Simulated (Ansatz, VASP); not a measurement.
**Two plane-wave programs on Te5Pd**

The input INCAR:

```
SYSTEM = Te5Pd
PREC = Accurate ; ENCUT = 600
EDIFF = 1E-6 ; ISMEAR = 0
SIGMA = 0.1 ; LREAL = .FALSE.
LASPH = .TRUE. ; NELM = 60
ALGO = Normal ; ISIF = 3
LWAVE = .FALSE. ; LCHARG = .FALSE.
GGA = PE ; IBRION = 2
NSW = 100 ; EDIFFG = -0.01
```

KPOINTS

```
regular mesh
0
G
  8 8 8
  0 0 0
```

Contents of POSCAR:

```
Te5Pd
1.0
    0.0000000000      4.4274489309      4.4274489309
    4.4274489309      0.0000000000      4.4274489309
    4.4274489309      4.4274489309      0.0000000000
Te Pd
5 1
Direct
    0.3750123325      0.3750123325      0.8749630026
    0.3750123325      0.8749630026      0.3750123325
    0.8749630026      0.3750123325      0.3750123325
    0.3750123325      0.3750123325      0.3750123325
    0.7500000000      0.7500000000      0.7500000000
    0.0000000000      0.0000000000      0.0000000000
```

Input for Ansatz:

```yaml
crystal:
  lattice:
    - [0.0, 4.4274489309, 4.4274489309]
    - [4.4274489309, 0.0, 4.4274489309]
    - [4.4274489309, 4.4274489309, 0.0]
  atoms:
    - { symbol: Te, position: [0.3750123325, 0.3750123325, 0.8749630026] }
    - { symbol: Te, position: [0.3750123325, 0.8749630026, 0.3750123325] }
    - { symbol: Te, position: [0.8749630026, 0.3750123325, 0.3750123325] }
    - { symbol: Te, position: [0.3750123325, 0.3750123325, 0.3750123325] }
    - { symbol: Te, position: [0.75, 0.75, 0.75] }
    - { symbol: Pd, position: [0.0, 0.0, 0.0] }
basis:
  ecutwfc: 420
kpoints:
  mp_grid: { grid: [8, 8, 8] }
hamiltonian:
  xc: pbe
scf:
  occupations: { method: gaussian, width: 0.1 }
output:
  forces: true
  stress: true
  eigenvalues: true
  write_density: true
  write_potential: true
  elf: true
  volumetric_format: npy
relax:
  adjacent_minimum: "off"
  f_tol: 0.01
  max_steps: 80
  cell: { stress_tol: 0.05 }
```

Change from the starting cell: species swapped into the Be5Au type (F-43m, No. 216).

Alike in both runs: task relaxation of cell and atoms; functional PBE; k mesh 8 × 8 × 8; occupations gaussian, width 0.1 eV; no spin polarisation.

```csv
,VASP,Ansatz
version,VASP 6.6.1,Ansatz 0.2.0
potentials or method,"VASP PAW PBE potentials, release 64 (Te, Pd), cutoff 600 eV","scalar-relativistic, plane waves, PAW"
valence electrons in the cell,40,98
```

|  | VASP | Ansatz | Ansatz less VASP |
| --- | --- | --- | --- |
| gap on the k mesh at the Fermi level, each at its own relaxed structure (eV) | none | none | - |
| relaxed volume (Å³/atom) | 28.85 | 28.93 | +0.080 |
| relaxed cell length with the largest relative difference (Å) | 6.256 | 6.261 | +0.0058 |

A gap of «none» marks a metal or a gap that the smearing closes. VASP's potentials hold 40 valence electrons a cell and Ansatz's 98, so a difference there can come from the potentials and not from the codes.

Neither program's run includes spin-orbit coupling.
